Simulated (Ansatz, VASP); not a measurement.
**Al in VASP and in Ansatz**

INCAR

```
SYSTEM = Al
  ALGO = Normal
  EDIFF = 1E-7
  ENCUT = 520
  GGA = PS
  ISIF = 2
  ISMEAR = 0
  LASPH = .TRUE.
  LCHARG = .FALSE.
  LREAL = .FALSE.
  LWAVE = .FALSE.
  NBANDS = 8
  NELM = 100
  PREC = Accurate
  SIGMA = 0.15
```

The input KPOINTS:

```
k-points
0
G
  20 20 20
  0 0 0
```

The input POSCAR:

```
Al
1.0
   -1.5434821293      1.5434821293      1.5673504096
    1.5434821293     -1.5434821293      1.5673504096
    1.5434821293      1.5434821293     -1.5673504096
Al
1
Direct
    0.0000000000      0.0000000000      0.0000000000
```

Input for Ansatz:

```yaml
crystal:
  lattice:
    - [-1.5434821293, 1.5434821293, 1.5673504096]
    - [1.5434821293, -1.5434821293, 1.5673504096]
    - [1.5434821293, 1.5434821293, -1.5673504096]
  atoms:
    - { symbol: Al, position: [0.0, 0.0, 0.0] }
basis:
  ecutwfc: 420
kpoints:
  mp_grid: { grid: [20, 20, 20] }
hamiltonian:
  xc: pbesol
scf:
  occupations: { method: gaussian, width: 0.15 }
output:
  forces: true
  stress: true
  eigenvalues: true
```

Change from the starting cell: strain -0.030 along x and y, -0.015 along z, atoms carried along.

Alike in both runs: task single point; functional PBEsol; k mesh 20 × 20 × 20; occupations gaussian, width 0.15 eV; no spin polarisation.

|  | VASP | Ansatz |
| --- | --- | --- |
| version | VASP 6.6.1 | Ansatz 0.2.0 |
| potentials or method | VASP PAW PBE potentials, release 64 (Al), cutoff 520 eV | scalar-relativistic, plane waves, PAW |
| valence electrons in the cell | 3 | 3 |

VASP gave:

- gap on the k mesh at the Fermi level (eV): none
- pressure (GPa): 9.6
- traceless stress, the component that is largest in VASP (GPa): 0.75

Estimate Ansatz's values.

gap on the k mesh at the Fermi level (eV): none; pressure (GPa): 9.5; traceless stress, the component that is largest in VASP (GPa): 0.75.

VASP's potentials were made for PBE, not for PBEsol. A gap of «none» marks a metal or a gap that the smearing closes.
